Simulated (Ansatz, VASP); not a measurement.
Os: VASP beside Ansatz

The input INCAR:

```
ALGO     = Normal         # electronic algorithm
EDIFF    = 1E-7           # SCF threshold, eV
ENCUT    = 520            # plane-wave cutoff, eV
GGA      = PE             # functional
ISIF     = 2              # what is computed and relaxed
ISMEAR   = 0              # smearing method
LASPH    = True           # aspherical terms in the spheres
LCHARG   = False          # write CHGCAR
LREAL    = False          # projectors in reciprocal space
LWAVE    = False          # write WAVECAR
NBANDS   = 10             # bands
NELM     = 80             # most SCF steps
PREC     = Accurate       # precision mode
SIGMA    = 0.05           # smearing width, eV
```

File KPOINTS:

```
k-points
0
Gamma
  14 14 14
```

File POSCAR:

```
Os
1.0
    0.0000000000      1.9450000000      1.9450000000
    1.9450000000      0.0000000000      1.9450000000
    1.9450000000      1.9450000000      0.0000000000
Os
1
Direct
    0.0000000000      0.0000000000      0.0000000000
```

Input for Ansatz:

```yaml
crystal:
  lattice:
    - [0.0, 1.945, 1.945]
    - [1.945, 0.0, 1.945]
    - [1.945, 1.945, 0.0]
  atoms:
    - { symbol: Os, position: [0.0, 0.0, 0.0] }
basis:
  ecutwfc: 420
  fft_grid_basis: typed
kpoints:
  mp_grid: { grid: [14, 14, 14] }
hamiltonian:
  xc: pbe
  pseudopotentials: { kind: paw }
scf:
  occupations: { method: gaussian, width: 0.05 }
output:
  forces: true
  stress: true
  eigenvalues: true
  bader: true
  write_density: true
  volumetric_format: npy
  elf: true
```

Alike in both runs: task single point; functional PBE; k mesh 14 × 14 × 14; occupations gaussian, width 0.05 eV; no spin polarisation.

|  | VASP | Ansatz |
| --- | --- | --- |
| version | VASP 6.6.1 | Ansatz 0.2.0 |
| potentials or method | VASP PAW PBE potentials, release 64 (Os), cutoff 520 eV | scalar-relativistic, plane waves, PAW |
| valence electrons in the cell | 8 | 16 |

```csv
,VASP,Ansatz,Ansatz less VASP
gap on the k mesh at the Fermi level (eV),none,none,-
pressure (GPa),-9.7,-9.5,+0.28
```

A gap of «none» marks a metal or a gap that the smearing closes. VASP's potentials hold 8 valence electrons a cell and Ansatz's 16, so a difference there can come from the potentials and not from the codes.

Neither program's run includes spin-orbit coupling.
